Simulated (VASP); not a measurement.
# SiC in VASP: a series of runs

Aim: see how the results for SiC move with the level of theory and the settings. Levels: PBE, r2SCAN. Tasks: single point.

Program: VASP 6.6.1. These are calculated values, not measurements. Logs are shortened: lines on timing, memory, paths and dates and some standing lists are left out, and cuts for length are marked.

**1. The cell of the first run**

Symmetry: F-43m, No. 216, cubic system. Conventional cell: a = 4.434 Å, b = 4.434 Å, c = 4.434 Å, α = 90.00°, β = 90.00°, γ = 90.00°. Within 2.5 Å of Si (site symmetry -43m) lie 4 C at 1.92 Å. Within 2.5 Å of C (site symmetry -43m) lie 4 Si at 1.92 Å.

**2. Single point, PBE (strain +1.8%)**

Input file INCAR:

```
  ALGO = Normal
  EDIFF = 1E-6
  ENCUT = 520
  GGA = PE
  ISIF = 2
  ISMEAR = -1
  LASPH = True
  LCHARG = False
  LREAL = False
  LWAVE = False
  NBANDS = 11
  NELM = 80
  PREC = Accurate
  SIGMA = 0.02
```

Input file KPOINTS:

```
k-points
0
Gamma
  10 10 10
```

Input file POSCAR:

```
SiC
1.0
    0.0000000000      2.2170394847      2.2170394847
    2.2170394847      0.0000000000      2.2170394847
    2.2170394847      2.2170394847      0.0000000000
Si C
1 1
Direct
    0.0000000000      0.0000000000      0.0000000000
    0.2500000000      0.2500000000      0.2500000000
```

Potentials or basis: VASP PAW PBE potentials, release 64 (Si, C).

Run with:

```
$ cat potpaw_PBE.64/Si/POTCAR potpaw_PBE.64/C/POTCAR > POTCAR
$ mpirun -np 1 vasp_std > vasp.out
```

OUTCAR:

```text
EDIFF = 1E-6
   ENCUT = 520
   GGA = PE
   ISIF = 2
   ISMEAR = -1
   LASPH = True
   LREAL = False
   NELM = 80
   PREC = Accurate

 ion  position               nearest neighbor table
   1  0.000  0.000  0.000-   2 1.92   2 1.92   2 1.92   2 1.92
   2  0.250  0.250  0.250-   1 1.92   1 1.92   1 1.92   1 1.92

  LATTYP: Found a face centered cubic cell.
 ALAT       =     4.4340789694

  Lattice vectors:

 A1 = (   0.0000000000,   2.2170394847,   2.2170394847)
 A2 = (   2.2170394847,   0.0000000000,   2.2170394847)
 A3 = (   2.2170394847,   2.2170394847,   0.0000000000)

Analysis of symmetry for initial positions (statically):
=====================================================================
 Subroutine PRICEL returns:
 Original cell was already a primitive cell.

 Routine SETGRP: Setting up the symmetry group for a
 face centered cubic supercell.

 Subroutine GETGRP returns: Found 24 space group operations
 (whereof 24 operations were pure point group operations)
 out of a pool of 48 trial point group operations.

The static configuration has the point symmetry T_d .

Analysis of symmetry for dynamics (positions and initial velocities):
=====================================================================
 Subroutine PRICEL returns:
 Original cell was already a primitive cell.

 Routine SETGRP: Setting up the symmetry group for a
 face centered cubic supercell.

 Subroutine GETGRP returns: Found 24 space group operations
 (whereof 24 operations were pure point group operations)
 out of a pool of 48 trial point group operations.

The dynamic configuration has the point symmetry T_d .

 Subroutine INISYM returns: Found 24 space group operations
 (whereof 24 operations are pure point group operations),
 and found     1 'primitive' translations

----------------------------------------------------------------------------------------

                                     Primitive cell

  volume of cell :      21.7947

  direct lattice vectors                    reciprocal lattice vectors
     0.000000000  2.217039485  2.217039485    -0.225525979  0.225525979  0.225525979
     2.217039485  0.000000000  2.217039485     0.225525979 -0.225525979  0.225525979
     2.217039485  2.217039485  0.000000000     0.225525979  0.225525979 -0.225525979

  length of vectors
     3.135367308  3.135367308  3.135367308     0.390622454  0.390622454  0.390622454

  position of ions in fractional coordinates (direct lattice)
     0.000000000  0.000000000  0.000000000
     0.250000000  0.250000000  0.250000000

  ion indices of the primitive-cell ions
   primitive index   ion index
                 1           1
                 2           2

----------------------------------------------------------------------------------------

 KPOINTS: k-points

Automatic generation of k-mesh.
 Grid dimensions read from file:
 generate k-points for:   10   10   10

 Generating k-lattice:

  Cartesian coordinates                     Fractional coordinates (reciprocal lattice)
    -0.022552598  0.022552598  0.022552598     0.100000000  0.000000000  0.000000000
     0.022552598 -0.022552598  0.022552598     0.000000000  0.100000000  0.000000000
     0.022552598  0.022552598 -0.022552598     0.000000000  0.000000000  0.100000000

  Length of vectors
     0.039062245  0.039062245  0.039062245

  Shift w.r.t. Gamma in fractional coordinates (k-lattice)
     0.000000000  0.000000000  0.000000000

 Subroutine IBZKPT returns following result:
 ===========================================

 Found     47 irreducible k-points:

 Following reciprocal coordinates:
            Coordinates               Weight
  0.000000  0.000000  0.000000      1.000000
  0.100000  0.000000  0.000000      8.000000
  0.200000  0.000000  0.000000      8.000000
  0.300000  0.000000  0.000000      8.000000
  0.400000  0.000000  0.000000      8.000000
  0.500000  0.000000  0.000000      4.000000
[... 16 lines left out ...]
  0.300000  0.300000  0.000000      6.000000
  0.400000  0.300000  0.000000     24.000000
 [... further k-points ...]
   k-points           NKPTS =     47   k-points in BZ     NKDIM =     47   number of bands    NBANDS=     11
   number of dos      NEDOS =    301   number of ions     NIONS =      2
   total plane-waves  NPLWV =  13824
   dimension x,y,z NGX =    24 NGY =   24 NGZ =   24
   dimension x,y,z NGXF=    48 NGYF=   48 NGZF=   48
   ions per type =               1   1
   NGX,Y,Z   is equivalent  to a cutoff of  12.73, 12.73, 12.73 a.u.
   NGXF,Y,Z  is equivalent  to a cutoff of  25.45, 25.45, 25.45 a.u.
 SYSTEM =  unknown system
   PREC   = accura    normal or accurate (medium, high low for compatibility)
   ISTART =      0    job   : 0-new  1-cont  2-samecut
   ICHARG =      2    charge: 1-file 2-atom 10-const
   ISPIN  =      1    spin polarized calculation?
   LNONCOLLINEAR =      F non collinear calculations
   LSORBIT =      F    spin-orbit coupling
   LASPH  =      T    aspherical Exc in radial PAW
   ENCUT  =  520.0 eV  38.22 Ry    6.18 a.u.   5.83  5.83  5.83*2*pi/ulx,y,z
   NELM   =     80;   NELMIN=  2; NELMDL= -5     # of ELM steps
   EDIFF  = 0.1E-05   stopping-criterion for ELM
   LREAL  =      F    real-space projection
   EDIFFG = 0.1E-04   stopping-criterion for IOM
   NSW    =      0    number of steps for IOM
   IBRION =     -1    ionic relax: 0-MD 1-quasi-New 2-CG
   NFREE  =      0    steps in history (QN), initial steepest desc. (CG)
   ISIF   =      2    stress and relaxation
   ISYM   =      2    0-nonsym 1-usesym 2-fastsym
   POTIM  = 0.5000    time-step for ionic-motion
   TEBEG  =    0.0;   TEEND  =   0.0 temperature during run
   PSTRESS=    0.0 pullay stress
   NELECT =       8.0000    total number of electrons
   NUPDOWN=      -1.0000    fix difference up-down
   EMIN   =  10.00;   EMAX   =-10.00  energy-range for DOS
   EFERMI =   0.00;   METHOD = LEGACY
   ISMEAR =    -1;   SIGMA  =   0.02  broadening in eV -4-tet -1-fermi 0-gaus
   EFERMI_NEDOS =   21; number of points for ismear=-14 and -15
   IALGO  =     38    algorithm
   IMIX   =      4    mixing-type and parameters
     AMIX     =   0.40;   BMIX     =  1.00
     AMIX_MAG =   1.60;   BMIX_MAG =  1.00
  volume/ion in A,a.u.               =      10.90        73.54
  Fermi-wavevector in a.u.,A,eV,Ry     =   1.172163  2.215067 18.693949  1.373966
  Thomas-Fermi vector in A             =   2.308596
   LORBIT       =      0    0 simple, 1 ext, 2 COOP (PROOUT), +10 PAW based schemes
   GGA     = PE    functional components
   LHFCALC =     F    Hartree Fock is set to
   AEXX    =    0.0000 exact exchange contribution
   IVDW    =     0    specifies the selected vdW correction
   LEPSILON=     F    determine dielectric tensor
   LRPA    =     F    only Hartree local field effects (RPA)
 non-spin polarized calculation
  energy-cutoff  :      520.00
  volume of cell :       21.79
 maximum number of plane-waves:       600
   NGX = 11   NGY = 11   NGZ = 11

 number of electron       8.0000001 magnetization

 Free energy of the ion-electron system (eV)
  ---------------------------------------------------
  ext. energy  EPLUGINS =         0.00000000
  ---------------------------------------------------
  free energy    TOTEN  =       -15.04222383 eV

  energy without entropy =      -15.04222383  energy(sigma->0) =      -15.04222383

 E-fermi :   8.0007     XC(G=0): -11.1309

 val. band max:        7.5348092189   @ k =   0.0000   0.0000   0.0000
 cond. band min:       8.9378092654   @ k =   0.5000   0.5000   0.0000
 fundamental gap:      1.4030000464
 Fermi energy:         8.0007190468

 k-point     1 :       0.0000    0.0000    0.0000
  band No.  band energies     occupation
      1      -7.4668      2.00000
      2       7.5348      2.00000
      3       7.5348      2.00000
      4       7.5348      2.00000
      5      13.1630      0.00000
      6      14.4907      0.00000
      7      14.4907      0.00000
      8      14.4907      0.00000
      9      21.7427      0.00000
     10      21.7427      0.00000
     11      23.2247      0.00000

 k-point     2 :       0.1000    0.0000    0.0000
  band No.  band energies     occupation
      1      -7.2795      2.00000
      2       6.5314      2.00000
      3       7.4025      2.00000
      4       7.4025      2.00000
      5      13.4926      0.00000
      6      14.7049      0.00000
      7      14.7265      0.00000
      8      14.7265      0.00000
      9      20.8392      0.00000
     10      20.8392      0.00000
     11      23.3444      0.00000

 k-point     3 :       0.2000    0.0000    0.0000
  band No.  band energies     occupation
      1      -6.7263      2.00000
      2       4.4601      2.00000
      3       7.0994      2.00000
      4       7.0994      2.00000
      5      13.2768      0.00000
      6      15.0956      0.00000
      7      15.0956      0.00000
      8      15.8446      0.00000
      9      20.1886      0.00000
     10      20.1886      0.00000
     11      22.5150      0.00000

 k-point     4 :       0.3000    0.0000    0.0000
  band No.  band energies     occupation
      1      -5.8438      2.00000
      2       2.2240      2.00000
      3       6.7873      2.00000
      4       6.7873      2.00000
      5      12.8732      0.00000
      6      15.0237      0.00000
      7      15.0237      0.00000
      8      16.8776      0.00000
      9      20.9256      0.00000
     10      20.9256      0.00000
     11      22.1777      0.00000
[... 239 lines left out ...]
 k-point    22 :      -0.2000    0.2000    0.0000
  band No.  band energies     occupation
      1      -5.5468      2.00000
      2       2.8118      2.00000
      3       4.4179      2.00000
      4       6.8884      2.00000
      5      13.8228      0.00000
      6      15.1072      0.00000
      7      15.5771      0.00000
      8      16.2765      0.00000
      9      18.8560      0.00000
     10      22.4470      0.00000
     11      26.0755      0.00000

 k-point    23 :       0.3000    0.3000    0.0000
  band No.  band energies     occupation
      1      -5.2899      2.00000
      2       3.1892      2.00000
      3       5.2464      2.00000
      4       5.2464      2.00000
      5      10.6186      0.00000
      6      12.9473      0.00000
      7      18.5675      0.00000
      8      18.5675      0.00000
      9      19.3584      0.00000
     10      24.2304      0.00000
     11      28.5438      0.00000

 k-point    24 :       0.4000    0.3000    0.0000
  band No.  band energies     occupation
      1      -4.4617      2.00000
      2       2.0106      2.00000
      3       4.4874      2.00000
      4       4.9917      2.00000
      5      10.3636      0.00000
      6      12.9448      0.00000
      7      18.6103      0.00000
      8      18.9801      0.00000
      9      20.7070      0.00000
     10      25.1407      0.00000
     11      27.9818      0.00000

 [... further k-points ...]

------------------------ aborting loop because EDIFF is reached ----------------------------------------

  FORCE on cell =-STRESS in cart. coord.  units (eV):
  Direction    XX          YY          ZZ          XY          YZ          ZX
  --------------------------------------------------------------------------------------
  -------------------------------------------------------------------------------------
  Total       -0.9994583     -0.9994583     -0.9994583      0.0000000      0.0000000      0.0000000
  in kB      -73.4725268    -73.4725268    -73.4725268      0.0000000      0.0000000      0.0000000
  external PRESSURE =     -73.4725268 kB  Pullay stress =       0.0000000 kB

 VOLUME and BASIS-vectors are now :
 -----------------------------------------------------------------------------
  energy-cutoff  :      520.00
  volume of cell :       21.79
      direct lattice vectors                 reciprocal lattice vectors
     0.000000000  2.217039485  2.217039485    -0.225525979  0.225525979  0.225525979
     2.217039485  0.000000000  2.217039485     0.225525979 -0.225525979  0.225525979
     2.217039485  2.217039485  0.000000000     0.225525979  0.225525979 -0.225525979

 POSITION                                       TOTAL-FORCE (eV/Angst)
 -----------------------------------------------------------------------------------
      0.00000      0.00000      0.00000        -0.000000     -0.000000     -0.000000
      1.10852      1.10852      1.10852         0.000000      0.000000      0.000000
 -----------------------------------------------------------------------------------
    total drift:                                0.000000      0.000000      0.000000

  FREE ENERGIE OF THE ION-ELECTRON SYSTEM (eV)
  ---------------------------------------------------
  free  energy   TOTEN  =       -15.0422238261 eV

  energy  without entropy=      -15.0422238261  energy(sigma->0) =      -15.04222383
```

Run time: 3.5 s. Hardware: 1 thread of Intel Xeon 6975P-C (Granite Rapids), shared host; peak memory 0.13 GiB.

What came out:

```yaml
Free_energy: -15.0422 eV
Pressure: -7.3 GPa
Band_gap_on_the_k_mesh: 1.40 eV, indirect (least direct gap 4.49 eV)
```

Caveat: the cell differs from its parent crystal (strain +1.8%). A k mesh can miss the band edges.

(Continued in part 2 of 2.)
